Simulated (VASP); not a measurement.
# Ge (I4/mmm) in VASP: single point with PBE+D3(BJ)

Aim: the single point of Ge with PBE+D3(BJ).

Everything below comes from runs of VASP 6.6.1. Logs are shortened: lines on timing, memory, paths and dates and some standing lists are left out, and cuts for length are marked.

### 1 The cell of the first run

It takes space group I4/mmm (No. 139, tetragonal). Conventional cell: a = 2.923 Å, b = 2.923 Å, c = 4.323 Å, α = 90.00°, β = 90.00°, γ = 90.00°. Within 3.8 Å of Ge (site symmetry 4/mmm) lie 12 Ge at 2.92 to 2.99 Å.

### 2 Single point, PBE+D3(BJ)

INCAR

```
ALGO = Normal
EDIFF = 1E-6
ENCUT = 500
GGA = PE
GGA_COMPAT = F
ISIF = 2
ISMEAR = 0
IVDW = 12
LASPH = T
LCHARG = T
LELF = T
LREAL = F
LVHAR = T
LWAVE = F
NBANDS = 13
NELM = 120
PREC = Accurate
SIGMA = 0.15
```

KPOINTS

```
k-points
0
Gamma
  25 25 25
```

POSCAR

```
Ge
1.0
    0.0000000000      2.0668851171      2.1613113407
    2.0668851171      0.0000000000      2.1613113407
    2.0668851171      2.0668851171      0.0000000000
Ge
1
Direct
    0.0000000000      0.0000000000      0.0000000000
```

Potentials or basis: VASP PAW PBE potentials, release 64 (Ge_d).

Command:

```bash
$ cat potpaw_PBE.64/Ge_d/POTCAR > POTCAR
$ mpirun -np 1 vasp_std > vasp.out
```

OUTCAR:

```text
EDIFF = 1E-6
   ENCUT = 500
   GGA = PE
   ISIF = 2
   ISMEAR = 0
   IVDW = 12
   LASPH = T
   LREAL = F
   NELM = 120
   PREC = Accurate
 IVDW          = 12

 ion  position               nearest neighbor table
   1  0.000  0.000  0.000-

  LATTYP: Found a body centered tetragonal cell.
 ALAT       =     2.9230169645
 C/A-ratio  =     1.4788223038

  Lattice vectors:

 A1 = (  -2.0668851171,   0.0000000000,   2.1613113407)
 A2 = (   2.0668851171,   0.0000000000,   2.1613113407)
 A3 = (   0.0000000000,   2.0668851171,  -2.1613113407)

Analysis of symmetry for initial positions (statically):
=====================================================================
 Subroutine PRICEL returns:
 Original cell was already a primitive cell.

 Routine SETGRP: Setting up the symmetry group for a
 body centered tetragonal supercell.

 Subroutine GETGRP returns: Found 16 space group operations
 (whereof 16 operations were pure point group operations)
 out of a pool of 16 trial point group operations.

The static configuration has the point symmetry D_4h.

Analysis of symmetry for dynamics (positions and initial velocities):
=====================================================================
 Subroutine PRICEL returns:
 Original cell was already a primitive cell.

 Routine SETGRP: Setting up the symmetry group for a
 body centered tetragonal supercell.

 Subroutine GETGRP returns: Found 16 space group operations
 (whereof 16 operations were pure point group operations)
 out of a pool of 16 trial point group operations.

The dynamic configuration has the point symmetry D_4h.

 Subroutine INISYM returns: Found 16 space group operations
 (whereof 16 operations are pure point group operations),
 and found     1 'primitive' translations

----------------------------------------------------------------------------------------

                                     Primitive cell

  volume of cell :      18.4663

  direct lattice vectors                    reciprocal lattice vectors
     0.000000000  2.066885117  2.161311341    -0.241909914  0.241909914  0.231341034
     2.066885117  0.000000000  2.161311341     0.241909914 -0.241909914  0.231341034
     2.066885117  2.066885117  0.000000000     0.241909914  0.241909914 -0.231341034

  length of vectors
     2.990531859  2.990531859  2.923016964     0.412988482  0.412988482  0.412988482

  position of ions in fractional coordinates (direct lattice)
     0.000000000  0.000000000  0.000000000

  ion indices of the primitive-cell ions
   primitive index   ion index
                 1           1

[... 83 lines left out ...]
   NUPDOWN=      -1.0000    fix difference up-down
   EMIN   =  10.00;   EMAX   =-10.00  energy-range for DOS
   EFERMI =   0.00;   METHOD = LEGACY
   ISMEAR =     0;   SIGMA  =   0.15  broadening in eV -4-tet -1-fermi 0-gaus
   EFERMI_NEDOS =   21; number of points for ismear=-14 and -15
   IALGO  =     38    algorithm
   IMIX   =      4    mixing-type and parameters
     AMIX     =   0.40;   BMIX     =  1.00
     AMIX_MAG =   1.60;   BMIX_MAG =  1.00
  volume/ion in A,a.u.               =      18.47       124.62
  Fermi-wavevector in a.u.,A,eV,Ry     =   1.492763  2.820913 30.318422  2.228341
  Thomas-Fermi vector in A             =   2.605249
   LORBIT       =      0    0 simple, 1 ext, 2 COOP (PROOUT), +10 PAW based schemes
   GGA     = PE    functional components
   LHFCALC =     F    Hartree Fock is set to
   AEXX    =    0.0000 exact exchange contribution
   IVDW    =    12    specifies the selected vdW correction
   LEPSILON=     F    determine dielectric tensor
   LRPA    =     F    only Hartree local field effects (RPA)
 non-spin polarized calculation
 Gauss-broadening in eV      SIGMA  =   0.15
  energy-cutoff  :      500.00
  volume of cell :       18.47
 maximum number of plane-waves:       489
 NGX is ok and might be reduce to    24
   NGX = 11   NGY = 11   NGZ = 11

 number of electron      13.9999993 magnetization

 Free energy of the ion-electron system (eV)
  ---------------------------------------------------
  ext. energy  EPLUGINS =         0.00000000
  ---------------------------------------------------
  free energy    TOTEN  =        -4.17682085 eV

  energy without entropy =       -4.17185017  energy(sigma->0) =       -4.17433551

 E-fermi :   7.1095     XC(G=0): -11.4052

 val. band max:        7.1075188247   @ k =  -0.1200   0.3200   0.2400
 cond. band min:       7.1123767519   @ k =  -0.1600   0.2800   0.1200
 fundamental gap:      0.0048579272
 Fermi energy:         7.1094501634

 k-point     1 :       0.0000    0.0000    0.0000
  band No.  band energies     occupation
      1     -17.7144      2.00000
      2     -17.6965      2.00000
      3     -17.6965      2.00000
      4     -17.6625      2.00000
      5     -17.6374      2.00000
      6      -6.3240      2.00000
      7      16.2395      0.00000
      8      16.2395      0.00000
      9      16.2509      0.00000
     10      21.0374      0.00000
     11      21.3998      0.00000
     12      21.3998      0.00000
     13      22.2425      0.00000
[... 354 lines left out ...]
  band No.  band energies     occupation
      1     -17.7072      2.00000
      2     -17.7054      2.00000
      3     -17.6858      2.00000
      4     -17.6042      2.00000
      5     -17.6039      2.00000
      6      -1.8307      2.00000
      7       2.6581      2.00000
      8      13.4607      0.00000
      9      14.3045      0.00000
     10      18.9322      0.00000
     11      19.5854      0.00000
     12      20.9887      0.00000
     13      22.2743      0.00000

 [... further k-points ...]

------------------------ aborting loop because EDIFF is reached ----------------------------------------

 Edisp (eV)   -0.35803

 E8    (eV) :    -0.1580

  FORCE on cell =-STRESS in cart. coord.  units (eV):
  Direction    XX          YY          ZZ          XY          YZ          ZX
  --------------------------------------------------------------------------------------
  -------------------------------------------------------------------------------------
  Total       0.07549     0.07549     0.08775     0.00000     0.00000     0.00000
  in kB       6.54974     6.54974     7.61315     0.00000     0.00000     0.00000
  external pressure =        6.90 kB  Pullay stress =        0.00 kB

 VOLUME and BASIS-vectors are now :
 -----------------------------------------------------------------------------
  energy-cutoff  :      500.00
  volume of cell :       18.47
      direct lattice vectors                 reciprocal lattice vectors
     0.000000000  2.066885117  2.161311341    -0.241909914  0.241909914  0.231341034
     2.066885117  0.000000000  2.161311341     0.241909914 -0.241909914  0.231341034
     2.066885117  2.066885117  0.000000000     0.241909914  0.241909914 -0.231341034

 POSITION                                       TOTAL-FORCE (eV/Angst)
 -----------------------------------------------------------------------------------
      0.00000      0.00000      0.00000         0.000000     -0.000000      0.000000
 -----------------------------------------------------------------------------------
    total drift:                                0.000000      0.000000      0.000000

  FREE ENERGIE OF THE ION-ELECTRON SYSTEM (eV)
  ---------------------------------------------------
  free  energy   TOTEN  =        -4.5348527430 eV

  energy  without entropy=       -4.5298820637  energy(sigma->0) =       -4.53236740
```

stdout:

```text
POSCAR found type information on POSCAR Ge
 POSCAR found :  1 types and       1 ions
 scaLAPACK will be used
 LDA part: xc-table for (Slater+PW92), standard interpolation
 POSCAR, INCAR and KPOINTS ok, starting setup
 FFT: planning ... GRIDC
 FFT: planning ... GRID_SOFT
 FFT: planning ... GRID
 WAVECAR not read
 entering main loop
```

Run time: 2.1 min. Hardware: 1 thread of Intel Xeon Platinum 8259CL at 2.50GHz (Skylake/Cascade Lake), shared host; peak memory 0.36 GiB.

What came out:

```
Free energy                : -4.5349 eV
Pressure                   : 0.7 GPa
Band gap on the k mesh     : zero (bands 7 and 8 overlap by 11.95 eV)
Dispersion energy per atom : -0.358 eV
```

Stress tensor (GPa, compression positive):
```
0.65 0.00 0.00
0.00 0.65 0.00
0.00 0.00 0.76
```

Levels at points of the mesh, in eV from the Fermi level:
```csv
k point,band 4,band 5,band 6,band 7,band 8,band 9,band 10,band 11
"(0.00, 0.00, 0.00)",-24.77,-24.75,-13.43,9.13,9.13,9.14,13.93,14.29
```
